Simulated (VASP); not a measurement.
Wanted: the native input for a VASP 6.6.1 run.

- Task: relaxation of cell and atoms
- Functional: PBE
- Potentials or basis: VASP PAW PBE potentials, release 64 (Zr_sv, C)
- Cutoff: 600 eV
- k mesh: 12 × 12 × 12
- Occupations: gaussian, width 0.05 eV
- Spin: no spin polarisation
- Dipole correction: no
- Further INCAR settings: ALGO = Normal; EDIFF = 1e-06; IBRION = 2; EDIFFG = -0.01; NSW = 50; ISIF = 3

The structure of ZrC lies in POSCAR:

```
ZrC
1.0
    3.2695327460      0.0000000000      0.0000000000
   -1.6347663730      2.8314984165      0.0000000000
    0.0000000000      0.0000000000      2.9397343753
Zr C
1 1
Direct
    0.0000000000      0.0000000000      0.0000000000
    0.6666666667      0.3333333333      0.5000000000
```

The input as run:

INCAR

```
SYSTEM = ZrC
PREC = Accurate ; ENCUT = 600
EDIFF = 1E-6 ; ISMEAR = 0
SIGMA = 0.05 ; LREAL = .FALSE.
LASPH = .TRUE. ; NELM = 100
ALGO = Normal ; ISIF = 3
LWAVE = .FALSE. ; LCHARG = .FALSE.
GGA = PE ; IBRION = 2
NSW = 50 ; EDIFFG = -0.01
```

KPOINTS

```
regular mesh
0
G
  12 12 12
  0 0 0
```

Potentials or basis: VASP PAW PBE potentials, release 64 (Zr_sv, C).

The run is started by

```console
$ cat potpaw_PBE.64/Zr_sv/POTCAR potpaw_PBE.64/C/POTCAR > POTCAR
$ mpirun -np 1 vasp_std > vasp.out
```

It gave:

- Relaxed volume: 13.62 Å³/atom
- Relaxed cell: a = 3.270 Å, b = 3.270 Å, c = 2.940 Å, α = 90.00°, β = 90.00°, γ = 120.00°
- Space group after relaxing (to 0.1 Å): P-6m2 (No. 187)
- Energy gained by relaxing: 0.0 meV/atom
- Ionic steps: 3
- Pressure after relaxing: 0.0 GPa
- Band gap on the k mesh: zero (bands 8 and 9 overlap by 0.39 eV)

It took 110 s on 1 thread of Intel Xeon 8259CL, on a shared host, peak memory 0.2 GiB.
